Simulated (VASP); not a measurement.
Zn4SO3, 8 atoms in the cell. The structure is tetragonal, space group P-4m2 (No. 115). The conventional cell has a = 3.436 Å, b = 3.436 Å, c = 9.189 Å, α = 90.00°, β = 90.00°, γ = 90.00°. Zn (site symmetry 2mm) has 2 O at 2.02 Å and 2 S at 2.27 Å within 2.7 Å. Within 2.7 Å of Zn (site symmetry 2mm) lie 4 O at 2.00 Å. Within 3.0 Å of S (site symmetry -4m2) lie 4 Zn at 2.27 Å. Within 2.7 Å of O (site symmetry 2mm) lie 4 Zn at 2.00 to 2.02 Å. O (site symmetry -4m2) has 4 Zn at 2.00 Å within 2.7 Å.  This cell differs from its parent crystal: volume scaled by 0.97, then relaxed in part.

```yaml
Program: VASP 6.6.1
Task: single point
Functional: PBE
Potentials_or_basis: VASP PAW PBE potentials, release 64 (Zn, S, O)
Cutoff: 520 eV
k_mesh: 10 × 10 × 4
Occupations: gaussian, width 0.01 eV
Spin: no spin polarisation
Dipole_correction: no
Further_INCAR_settings: ALGO = Normal; EDIFF = 1e-06; NBANDS = 46
```

Potentials or basis: VASP PAW PBE potentials, release 64 (Zn, S, O).

Command:

```sh
$ cat potpaw_PBE.64/Zn/POTCAR potpaw_PBE.64/S/POTCAR potpaw_PBE.64/O/POTCAR > POTCAR
$ mpirun -np 1 vasp_std > vasp.out
```

Hardware: 1 thread of Oxide Virtual Turin-like Processor, on a shared host.

Q: How long does it take, and how much memory?

A: Wall time 9.6 min on 1 thread of Oxide Virtual Turin-like Processor (shared host), peak memory 0.34 GiB. Counts: scf iterations 16, k points 63.
